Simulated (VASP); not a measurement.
Here is a VASP 6.6.1 calculation.

File INCAR:

```
  PREC = Accurate
  ENCUT = 520
  EDIFF = 1E-6
  ISMEAR = 0
  SIGMA = 0.01
  LREAL = False
  LASPH = True
  NELM = 60
  ALGO = Normal
  ISIF = 2
  LWAVE = False
  LCHARG = False
  NBANDS = 35
```

Contents of KPOINTS:

```
Automatic mesh
0
Gamma
  6 6 4
```

File POSCAR:

```
Ta2O5
1.0
    3.8414100000      0.0000000000      0.0000000000
    0.0000000000      3.8627200000      0.0000000000
   -1.8189400000      0.0000000000      6.5289600000
Ta O
2 5
Direct
    0.6495300000      0.0000000000      0.7913100000
    0.3504700000      0.0000000000      0.2086900000
    0.6621200000      0.5000000000      0.7983300000
    0.3378800000      0.5000000000      0.2016700000
    0.1897600000      0.0000000000      0.8706200000
    0.8102400000      0.0000000000      0.1293800000
    0.5000000000      0.0000000000      0.5000000000
```

Potentials or basis: VASP PAW LDA potentials, release 64 (Ta_pv, O).

Run with:

```console
$ cat potpaw_LDA.64/Ta_pv/POTCAR potpaw_LDA.64/O/POTCAR > POTCAR
$ mpirun -np 1 vasp_std > vasp.out
```

Problem. Estimate the largest force.

Solution. 0.163 eV/Å.

Problem. What does it give for the pressure?

Solution. -4.5 GPa.

Forces on the atoms (eV/Å):
```
Ta  -0.030  0.000  0.160
Ta   0.030  0.000 -0.160
O   -0.010  0.000  0.011
O    0.010  0.000 -0.011
O   -0.002  0.000  0.064
O    0.002  0.000 -0.064
O    0.000  0.000  0.000
```

Caveat: the cell stands under tension.
